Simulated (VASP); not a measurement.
**Ga3SiAs3: single point with PBE**

System: Ga3SiAs3, a slab with vacuum.

```
CELL_PARAMETERS angstrom
4.06296 0.00000 0.00000
0.00000 5.74589 0.00000
0.00000 0.00000 19.89244
ATOMIC_POSITIONS crystal
Ga 0.50000 0.50000 0.20108
Ga 0.00000 0.06360 0.31462
Ga 0.50000 0.48779 0.37962
As 0.00000 0.25000 0.20108
As 0.50000 0.80956 0.29456
As 0.00000 0.28941 0.42189
Si 0.50000 0.62274 0.49318
```

```json
{
  "Program": "VASP 6.6.1",
  "Task": "single point",
  "Functional": "PBE",
  "Potentials or basis": "VASP PAW PBE potentials, release 64 (Ga_d, As, Si)",
  "Cutoff": "520 eV",
  "k mesh": "7 × 5 × 1",
  "Occupations": "gaussian, width 0.05 eV",
  "Spin": "collinear spin",
  "Starting moments": "[0.0, 0.0, 0.0, 0.0, 0.0, 0.0, 2.0] μB",
  "Dipole correction": "yes",
  "Further INCAR settings": "ALGO = Normal; EDIFF = 1e-06; NBANDS = 42"
}
```

The largest force is 1.303 eV/Å, the net moment is 0.21 μB per cell and the site moments are Ga +0.00, +0.01 (each value once); As +0.00, +0.01 (each value once); Si +0.05 μB. The valence electrons inside the program's atomic spheres are Ga 11.52, 11.58, 11.70; As 2.74, 2.75, 2.73; Si 1.52.

Forces on the atoms (eV/Å):
```
Ga   0.000 -0.274  1.027
Ga   0.000 -0.163 -0.554
Ga   0.000  1.090 -0.715
As   0.000  0.337 -0.703
As   0.000 -0.238 -0.039
As   0.000 -0.501  0.983
Si   0.000 -0.250  0.001
```

Levels at points of the mesh, in eV from the Fermi level:
Spin up:
```tsv
k point	band 26	band 27	band 28	band 29	band 30	band 31	band 32	band 33
(0.00, 0.00, 0.00)	-1.45	-1.07	-0.38	-0.31	0.53	0.97	1.37	1.93
```
Spin down:
```tsv
k point	band 25	band 26	band 27	band 28	band 29	band 30	band 31	band 32	band 33	band 34
(0.00, 0.00, 0.00)	-1.85	-1.44	-1.06	-0.30	-0.28	0.57	0.98	1.39	2.09	2.63
```

Run time: 20 min on 1 thread of Oxide Virtual Turin-like Processor, with other jobs on the host, peak memory 0.82 GiB.
